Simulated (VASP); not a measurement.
Sb, 2 atoms in the cell. It takes space group P6_3/mmc (No. 194, hexagonal). Conventional cell: a = 3.369 Å, b = 3.369 Å, c = 5.330 Å, α = 90.00°, β = 90.00°, γ = 120.00°. Sb (site symmetry -6m2) has 12 Sb at 3.30 to 3.37 Å within 4.3 Å. 

```yaml
Program: VASP 6.6.1
Task: single point
Functional: PBE
Dispersion: D3(BJ)
Potentials_or_basis: VASP PAW PBE potentials, release 64 (Sb)
Cutoff: 520 eV
k_mesh: 18 × 18 × 10
Occupations: gaussian, width 0.15 eV
Spin: no spin polarisation
Dipole_correction: no
Further_INCAR_settings: ALGO = Normal; EDIFF = 1e-06; NBANDS = 12
```

Potentials or basis: VASP PAW PBE potentials, release 64 (Sb).

Launch:

```bash
$ cat potpaw_PBE.64/Sb/POTCAR > POTCAR
$ mpirun -np 1 vasp_std > vasp.out
```

Hardware: 1 thread of Intel(R) Xeon(R) Platinum 8488C (Sapphire Rapids) (shared host).

**Question.** How long does it take, and how much memory?

**Answer.** Wall time 54 s on 1 thread of Intel(R) Xeon(R) Platinum 8488C (Sapphire Rapids) (shared host), peak memory 0.27 GiB. Counts: scf iterations 10, k points 222.
